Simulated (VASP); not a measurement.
Wanted: the native input for a VASP 6.6.1 run.

```yaml
Task: single point
Functional: PBE
Potentials_or_basis: VASP PAW PBE potentials, release 64 (Al, N)
Cutoff: 520 eV
k_mesh: 3 × 3 × 3
Occupations: fermi-dirac, width 0.05 eV
Spin: no spin polarisation
Dipole_correction: no
Further_INCAR_settings: ALGO = Normal; EDIFF = 1e-06; NBANDS = 26
```

The structure of AlN lies in POSCAR:

```
AlN
1.0
    0.0000000000      3.9380000000      3.9380000000
    3.9380000000      0.0000000000      3.9380000000
    1.9690000000      1.9690000000      0.0000000000
Al N
4 4
Direct
    0.0113770950     -0.0020962417     -0.0793788725
   -0.0237614271      0.5120966227      0.0370957339
    0.4923304977     -0.0049028695     -0.0117275267
    0.4973933469      0.4559103606      0.0440959878
    0.2481565515      0.2585826562      0.4624151854
    0.2409848908      0.7535658964      0.5372465719
    0.7319994921      0.2290027933      0.5294489589
    0.7524465465      0.7090580244      0.5979479431
```

One way to write it, as run:

INCAR

```
SYSTEM = AlN
PREC = Accurate
ENCUT = 520
EDIFF = 1E-6
ISMEAR = -1
SIGMA = 0.05
LREAL = .False.
LASPH = .True.
NELM = 120
ALGO = Normal
ISIF = 2
LWAVE = .False.
LCHARG = .False.
GGA = PE
NBANDS = 26
GGA_COMPAT = .False.
```

KPOINTS

```
Automatic mesh
0
Gamma
  3 3 3
  0 0 0
```

Potentials or basis: VASP PAW PBE potentials, release 64 (Al, N).

Command:

```bash
$ cat potpaw_PBE.64/Al/POTCAR potpaw_PBE.64/N/POTCAR > POTCAR
$ mpirun -np 1 vasp_std > vasp.out
```

It gave:

- Pressure: 42.9 GPa
- Largest force: 4.150 eV/Å
- Band gap on the k mesh: 5.21 eV

Caveat: the k points lie up to 0.75 Å⁻¹ apart; an odd mesh through Γ misses points on the zone boundary, where band edges can lie; forces of over 1 eV/Å act on the atoms, so gaps and moduli don't describe the material at rest.

It took 12 s on 1 thread of Intel(R) Xeon(R) 6975P-C (Granite Rapids) (shared host), peak memory 0.18 GiB.
